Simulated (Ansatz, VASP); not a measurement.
# Cu in VASP and in Ansatz

Contents of INCAR:

```
SYSTEM = Cu
PREC = Accurate
ENCUT = 520
EDIFF = 1E-6
ISMEAR = 0
SIGMA = 0.15
LREAL = .FALSE.
LASPH = .TRUE.
NELM = 60
ALGO = Fast
ISIF = 2
LWAVE = .FALSE.
LCHARG = .FALSE.
GGA = PS
NBANDS = 18
```

KPOINTS

```
Automatic mesh
0
G
  26 26 14
  0 0 0
```

POSCAR

```
Cu
1.0
   -1.4450917219      1.4450917219      1.3600072129
    1.4450917219     -1.4450917219      1.3600072129
    2.8901834438      2.8901834438      0.0000000000
Cu
2
Direct
    0.0000000000      0.0000000000      0.0220192287
    0.5000000000      0.5000000000      0.4779807713
```

Input for Ansatz:

```yaml
crystal:
  lattice:
    - [-1.4450917219, 1.4450917219, 1.3600072129]
    - [1.4450917219, -1.4450917219, 1.3600072129]
    - [2.8901834438, 2.8901834438, 0.0]
  atoms:
    - { symbol: Cu, position: [0.0, 0.0, 0.0220192287] }
    - { symbol: Cu, position: [0.5, 0.5, 0.4779807713] }
basis:
  ecutwfc: 420
kpoints:
  mp_grid: { grid: [26, 26, 14] }
hamiltonian:
  xc: pbesol
scf:
  occupations: { method: gaussian, width: 0.15 }
output:
  forces: true
  stress: true
  eigenvalues: true
```

Change from the starting cell: mode 6 (263.4 1/cm) frozen in, largest displacement +0.090 Å.

Alike in both runs: task single point; functional PBEsol; k mesh 26 × 26 × 14; occupations gaussian, width 0.15 eV; no spin polarisation.

|  | VASP | Ansatz |
| --- | --- | --- |
| version | VASP 6.6.1 | Ansatz 0.2.0 |
| potentials or method | VASP PAW PBE potentials, release 64 (Cu), cutoff 520 eV | scalar-relativistic, plane waves, PAW |
| valence electrons in the cell | 22 | 38 |

Ansatz gave:

- gap on the k mesh at the Fermi level (eV): none
- pressure (GPa): 3.7
- traceless stress, the component that is largest in VASP (GPa): 2.49
- rms of the force components (eV/Å): 0.892

Task: Estimate VASP's values.

Result: gap on the k mesh at the Fermi level (eV): none; pressure (GPa): 4.5; traceless stress, the component that is largest in VASP (GPa): 2.47; rms of the force components (eV/Å): 0.897.

VASP's potentials were made for PBE, not for PBEsol. Atom by atom the forces differ by 0.005 eV/Å (rms over components). A gap of «none» marks a metal or a gap that the smearing closes. VASP's potentials hold 22 valence electrons a cell and Ansatz's 38, so a difference there can come from the potentials and not from the codes.
